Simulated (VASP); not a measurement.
Set up this calculation in VASP 6.6.1, as the native input.

```
Task                   : single point
Functional             : PBEsol
Potentials or basis    : VASP PAW PBE potentials, release 64 (Ni, Al, F)
Cutoff                 : 520 eV
k mesh                 : 10 × 10 × 1
Occupations            : gaussian, width 0.1 eV
Spin                   : no spin polarisation
Dipole correction      : yes
Further INCAR settings : ALGO = Normal; EDIFF = 1e-06; NBANDS = 32
```

The structure of Al3Ni3F lies in POSCAR:

```
Al3Ni3F
1.0
    2.8621655562      0.0000000000      0.0000000000
    0.0000000000      2.8621655562      0.0000000000
    0.0000000000      0.0000000000     26.1554138905
Ni Al F
3 3 1
Direct
    0.5000000000      0.5000000000      0.3249805198
    0.5000000000      0.5000000000      0.4344097021
    0.5000000000      0.5000000000      0.5421711610
    0.0000000000      0.0000000000      0.3796951109
    0.0000000000      0.0000000000      0.4879740466
    0.0000000000      0.0000000000      0.5988168731
    0.0000000000      0.5000000000      0.6465158143
```

The input as run:

INCAR

```
PREC = Accurate ; ENCUT = 520
EDIFF = 1E-6 ; ISMEAR = 0
SIGMA = 0.1 ; LREAL = F
LASPH = T ; NELM = 60
ALGO = Normal ; ISIF = 2
LWAVE = F ; LCHARG = F
LDIPOL = T ; IDIPOL = 3
DIPOL = 0.5 0.5 0.488 ; GGA = PS
NBANDS = 32
```

KPOINTS

```
regular mesh
0
Gamma
  10 10 1
```

Potentials or basis: VASP PAW PBE potentials, release 64 (Ni, Al, F).

Command:

```bash
$ cat potpaw_PBE.64/Ni/POTCAR potpaw_PBE.64/Al/POTCAR potpaw_PBE.64/F/POTCAR > POTCAR
$ mpirun -np 1 vasp_std > vasp.out
```

Results of the run:

```yaml
Largest_force: 1.082 eV/Å
Band_gap_on_the_k_mesh: zero (band 23 reaches 0.96 eV, above the bottom of band 24 at -0.29 eV)
```

Caveat: the PAW data sets were made with another functional, which shifts forces and pressure a little; the run has no spin polarisation, though such a crystal can be magnetic.

It took 13 min on 1 thread of Intel Xeon 8259CL, with other jobs on the host, peak memory 0.47 GiB.
